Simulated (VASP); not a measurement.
A run of VASP 6.6.1:

POSCAR

```
KBr
1.0
    3.9763218101      0.0000000000      0.0000000000
    0.0000000000      3.9763218101      0.0000000000
    0.0000000000      0.0000000000      3.9763218101
K Br
1 1
Direct
    0.0000000000      0.0000000000      0.0000000000
    0.5000000000      0.5000000000      0.5000000000
```

File INCAR.step1:

```
SYSTEM = KBr
  ALGO = Normal
  EDIFF = 1E-4
  ENCUT = 520
  GGA = PE
  ISMEAR = 0
  LASPH = .TRUE.
  LCHARG = .FALSE.
  LREAL = .FALSE.
  LWAVE = .TRUE.
  NBANDS = 15
  NELM = 60
  PREC = Accurate
  SIGMA = 0.01
```

INCAR.step2

```
SYSTEM = KBr
  ALGO = Normal
  EDIFF = 1E-6
  ENCUT = 520
  ISIF = 2
  ISMEAR = 0
  ISTART = 1
  LASPH = .TRUE.
  LCHARG = .FALSE.
  LMIXTAU = .TRUE.
  LREAL = .FALSE.
  LWAVE = .FALSE.
  METAGGA = R2SCAN
  NBANDS = 15
  NELM = 60
  PREC = Accurate
  SIGMA = 0.01
```

Contents of KPOINTS:

```
k-points
0
G
  6 6 6
  0 0 0
```

Potentials or basis: VASP PAW PBE potentials, release 64 (K_sv, Br).

Launch:

```bash
$ cat potpaw_PBE.64/K_sv/POTCAR potpaw_PBE.64/Br/POTCAR > POTCAR
$ cp INCAR.step1 INCAR
$ mpirun -np 1 vasp_std > vasp.out
$ cp INCAR.step2 INCAR
$ mpirun -np 1 vasp_std > vasp.out
```

Hardware: 1 thread of Intel(R) Xeon(R) 6975P-C (Granite Rapids) (shared host).

**Question.** Estimate the wall time of this run.

**Answer.** Run time: 32 s on 1 thread of Intel(R) Xeon(R) 6975P-C (Granite Rapids), with other jobs on the host, peak memory 0.17 GiB. Counts: k points 20.
